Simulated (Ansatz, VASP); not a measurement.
## BW3 in VASP and in Ansatz

```xyz
4
Lattice="3.8252 0.0000 0.0000 0.0000 3.8252 0.0000 0.0000 0.0000 3.8252" Properties=species:S:1:pos:R:3 pbc="T T T"
B     0.0000    0.0000    0.0000
W     0.0000    1.9126    1.9126
W     1.9126    0.0000    1.9126
W     1.9126    1.9126    0.0000
```

Alike in both runs: task relaxation of cell and atoms; functional PBE; k mesh 12 × 12 × 12; occupations gaussian, width 0.1 eV; no spin polarisation.

```csv
,VASP,Ansatz
version,VASP 6.6.1,Ansatz 0.2.0
potentials or method,"VASP PAW PBE potentials, release 64 (B, W_sv), cutoff 600 eV","scalar-relativistic, plane waves, PAW"
valence electrons in the cell,45,45
```

```tsv
	VASP	Ansatz	Ansatz less VASP
gap on the k mesh at the Fermi level, each at its own relaxed structure (eV)	none	none	-
relaxed volume (Å³/atom)	14.05	14.01	-0.034
relaxed length of the cell vector where the two differ most in proportion (Å)	3.830	3.827	-0.0031
```

A gap of «none» marks a metal or a gap that the smearing closes.

Spin-orbit coupling is off throughout.
